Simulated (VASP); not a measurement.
Here is a VASP 6.6.1 calculation.

INCAR

```
PREC = Accurate
ENCUT = 600
EDIFF = 1E-7
ISMEAR = 0
SIGMA = 0.05
LREAL = F
LASPH = T
NELM = 60
ALGO = Normal
ISIF = 4
LWAVE = F
LCHARG = F
GGA = PE
IBRION = 2
NSW = 60
EDIFFG = -0.01
```

File KPOINTS:

```
regular mesh
0
Gamma
  12 12 10
```

POSCAR

```
YbB2
1.0
    3.3269434165      0.0000000000      0.0000000000
   -1.6634717083      2.8812175157      0.0000000000
    0.0000000000      0.0000000000      3.9865448125
Yb B
1 2
Direct
    0.0000000000      0.0000000000      0.0000000000
    0.3333333333      0.6666666667      0.5000000000
    0.6666666667      0.3333333333      0.5000000000
```

Potentials or basis: VASP PAW PBE potentials, release 64 (Yb, B).

Run with:

```bash
$ cat potpaw_PBE.64/Yb/POTCAR potpaw_PBE.64/B/POTCAR > POTCAR
$ mpirun -np 1 vasp_std > vasp.out
```

Question: Predict the band gap on the k mesh.

Answer: Zero (bands 15 and 16 overlap by 1.12 eV).

Stress tensor (GPa, compression positive):
```
-11.46   0.00   0.00
  0.00 -11.46   0.00
  0.00   0.00 -11.33
```

Caveat: spin-orbit coupling is left out, which moves the levels of the heavy elements. Spin polarisation is off, so any magnetic state and its effect on volume and gap are missing.
